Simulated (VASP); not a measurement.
As:

```
As
1.0
     1.90555    1.10017    3.56030
    -1.90555    1.10017    3.56030
     0.00000   -2.20034    3.56030
As
2
Direct
  0.22600 0.22600 0.22600
  0.77400 0.77400 0.77400
```

Base run:

```yaml
Program: VASP 6.6.1
Functional: PBEsol
Potentials_or_basis: VASP PAW PBE potentials, release 64 (As)
Cutoff: 520 eV
k_mesh: 9 × 9 × 9
Occupations: fermi-dirac, width 0.05 eV
Spin: no spin polarisation
```

Its results: band gap on the k mesh zero (band 5 reaches 4.88 eV, above the bottom of band 6 at 4.78 eV); pressure -2.2 GPa; largest force 0.173 eV/Å.

Q: The run is repeated on the same cell with these changes: functional from PBEsol to r2SCAN. What comes out?

A: Band gap on the k mesh zero (band 5 reaches 5.01 eV, above the bottom of band 6 at 4.93 eV); pressure -1.0 GPa; largest force 0.065 eV/Å.

Caveats: the PAW data sets were made with another functional, which shifts forces and pressure a little.
